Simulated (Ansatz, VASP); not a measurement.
# One calculation of C, two programs

```
CELL_PARAMETERS angstrom
2.50440 0.00000 0.00000
-1.25220 2.16887 0.00000
0.00000 0.00000 24.60730
ATOMIC_POSITIONS crystal
C 0.66667 0.33333 0.57048
C 0.33333 0.66667 0.42952
C 0.00000 0.00000 0.42953
C 0.00000 0.00000 0.57047
```

Change from the starting cell: volume scaled by 1.06.

Alike in both runs: task single point; functional LDA; k mesh 12 × 12 × 2; occupations fermi-dirac, width 0.05 eV; no spin polarisation.

```csv
,VASP,Ansatz
version,VASP 6.6.1,Ansatz 0.2.0
potentials or method,"VASP PAW LDA potentials, release 64 (C), cutoff 520 eV","all-electron LAPW, scalar-relativistic"
```

```csv
,VASP,Ansatz,Ansatz less VASP
gap on the k mesh at the Fermi level (eV),none,none,-
rms of the force components (eV/Å),0.011,0.011,-0.0001
```

LDA's correlation is that of Perdew and Zunger in VASP and of Perdew and Wang (1992) in Ansatz. Atom by atom the forces differ by 0.000 eV/Å (rms over components). A gap of «none» marks a metal or a gap that the smearing closes. Ansatz ran all-electron here, and VASP with PAW potentials.
